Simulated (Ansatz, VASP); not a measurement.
## Sb: VASP beside Ansatz

```xyz
1
Lattice="0.0000 2.4124 2.4124 2.4124 0.0000 2.4124 2.4124 2.4124 0.0000" Properties=species:S:1:pos:R:3 pbc="T T T"
Sb    0.0000    0.0000    0.0000
```

Alike in both runs: task single point; functional RPBE; k mesh 13 × 13 × 13; occupations fermi-dirac, width 0.1 eV; no spin polarisation.

```csv
,VASP,Ansatz
version,VASP 6.6.1,Ansatz 0.2.0
potentials or method,"VASP PAW PBE potentials, release 64 (Sb), cutoff 520 eV","plane waves (420 eV) with PAW, scalar-relativistic"
valence electrons in the cell,5,15
```

```csv
,VASP,Ansatz,Ansatz less VASP
pressure (GPa),-0.1,0.1,+0.20
```

VASP's potentials were made for PBE, not for RPBE. VASP's potentials hold 5 valence electrons a cell and Ansatz's 15, so a difference there can come from the potentials and not from the codes.

Spin-orbit coupling is off throughout.
